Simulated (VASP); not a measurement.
Input of a VASP 6.6.1 run:

The input INCAR:

```
PREC = Accurate
ENCUT = 520
EDIFF = 1E-6
ISMEAR = 0
SIGMA = 0.15
LREAL = F
LASPH = T
NELM = 100
ALGO = Fast
ISIF = 2
LWAVE = F
LCHARG = F
GGA = PS
NBANDS = 11
```

File KPOINTS:

```
Automatic mesh
0
Gamma
  16 16 16
```

The input POSCAR:

```
Sr
1.0
   -2.9810340495      2.4555022110      2.4555022110
    2.4555022110     -2.9810340495      2.4555022110
    2.4555022110      2.4555022110     -2.9810340495
Sr
1
Direct
    0.0000000000      0.0000000000      0.0000000000
```

Potentials or basis: VASP PAW PBE potentials, release 64 (Sr_sv).

The run is started by

```console
$ cat potpaw_PBE.64/Sr_sv/POTCAR > POTCAR
$ mpirun -np 1 vasp_std > vasp.out
```

Question: What does it give for the pressure?

Answer: 0.2 GPa.

Question: What does it give for the band gap on the k mesh?

Answer: Zero (bands 5 and 6 overlap by 0.69 eV).

Stress tensor (GPa, compression positive):
```
0.16 4.22 4.22
4.22 0.16 4.22
4.22 4.22 0.16
```

Caveat: the PAW data sets were made with another functional, which shifts forces and pressure a little.
